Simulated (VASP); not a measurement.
A run of VASP 6.6.1:

The input INCAR:

```
SYSTEM = PbF2
  PREC = Accurate
  ENCUT = 600
  EDIFF = 1E-7
  ISMEAR = 0
  SIGMA = 0.05
  LREAL = .False.
  LASPH = .True.
  NELM = 120
  ALGO = Normal
  ISIF = 4
  LWAVE = .False.
  LCHARG = .False.
  GGA = PE
  IBRION = 2
  NSW = 60
  EDIFFG = -0.01
  GGA_COMPAT = .False.
  NELMIN = 4
  KPAR = 4
```

KPOINTS

```
regular mesh
0
Gamma
  4 6 4
  0 0 0
```

The input POSCAR:

```
PbF2
1.0
    6.1470855093      0.0000000000      0.0000000000
    0.0000000000      3.7460898565      0.0000000000
    0.0000000000      0.0000000000      7.4218710310
Pb F
4 8
Direct
    0.7454101444      0.7500000000      0.1143044298
    0.2545898556      0.2500000000      0.8856955702
    0.7545898556      0.2500000000      0.6143044298
    0.2454101444      0.7500000000      0.3856955702
    0.1416951522      0.7500000000      0.0636004968
    0.8583048478      0.2500000000      0.9363995032
    0.3583048478      0.2500000000      0.5636004968
    0.6416951522      0.7500000000      0.4363995032
    0.5356482118      0.7500000000      0.8324332211
    0.4643517882      0.2500000000      0.1675667789
    0.9643517882      0.2500000000      0.3324332211
    0.0356482118      0.7500000000      0.6675667789
```

Potentials or basis: VASP PAW PBE potentials, release 64 (Pb_d, F).

The run is started by

```bash
$ cat potpaw_PBE.64/Pb_d/POTCAR potpaw_PBE.64/F/POTCAR > POTCAR
$ mpirun -np 4 vasp_std > vasp.out
```

Hardware: 4 MPI ranks on Intel(R) Xeon(R) Platinum 8488C (Sapphire Rapids), on a shared host.

Q: Estimate the wall time of this run.

A: It took 17 min on 4 MPI ranks on Intel(R) Xeon(R) Platinum 8488C (Sapphire Rapids), on a shared host, peak memory 0.52 GiB a rank. Counts: scf iterations 92, k points 36, ion steps 11.
